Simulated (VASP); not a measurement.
Here is a VASP 6.6.1 calculation.

The input INCAR:

```
ALGO = Normal
EDIFF = 1E-6
EDIFFG = -0.04
ENCUT = 600
GGA = PE
IBRION = 2
ISIF = 3
ISMEAR = 0
LASPH = True
LCHARG = False
LREAL = False
LWAVE = False
NELM = 100
NSW = 90
PREC = Accurate
SIGMA = 0.1
```

File KPOINTS:

```
k-points
0
Gamma
  4 4 4
```

The input POSCAR:

```
MoIr4
1.0
   -2.6738161000      2.6738161000      2.6738161000
    2.6738161000     -2.6738161000      2.6738161000
    2.6738161000      2.6738161000     -2.6738161000
Mo Ir
1 4
Direct
    0.0000000000      0.0000000000      0.0000000000
    0.0000000000      0.0000000000      0.5000000000
    0.0000000000      0.5000000000      0.0000000000
    0.5000000000      0.0000000000      0.0000000000
    0.5000000000      0.5000000000      0.5000000000
```

Potentials or basis: VASP PAW PBE potentials, release 64 (Mo_sv, Ir).

Run with:

```console
$ cat potpaw_PBE.64/Mo_sv/POTCAR potpaw_PBE.64/Ir/POTCAR > POTCAR
$ mpirun -np 1 vasp_std > vasp.out
```

Predict the relaxed cell.

a = 4.933 Å, b = 4.933 Å, c = 4.933 Å, α = 109.47°, β = 109.47°, γ = 109.47°.

Estimate the relaxed volume.

18.49 Å³/atom.

Final structure:
```cif
data_structure
_symmetry_space_group_name_H-M 'P 1'
_symmetry_Int_Tables_number 1
_cell_length_a 4.9333
_cell_length_b 4.9333
_cell_length_c 4.9333
_cell_angle_alpha 109.471
_cell_angle_beta 109.471
_cell_angle_gamma 109.471
_cell_volume 92.43
loop_
_atom_site_label
_atom_site_type_symbol
_atom_site_fract_x
_atom_site_fract_y
_atom_site_fract_z
_atom_site_occupancy
Mo1 Mo 0.00000 0.00000 0.00000 1
Ir1 Ir 0.00000 0.00000 0.50000 1
Ir2 Ir 0.00000 0.50000 0.00000 1
Ir3 Ir 0.50000 0.00000 0.00000 1
Ir4 Ir 0.50000 0.50000 0.50000 1
```

Caveat: the k points lie up to 0.39 Å⁻¹ apart in the final cell, too coarse for converged energies and pressures of a metal; the volume moved by over 15 % at a fixed basis, so the end points are rough.
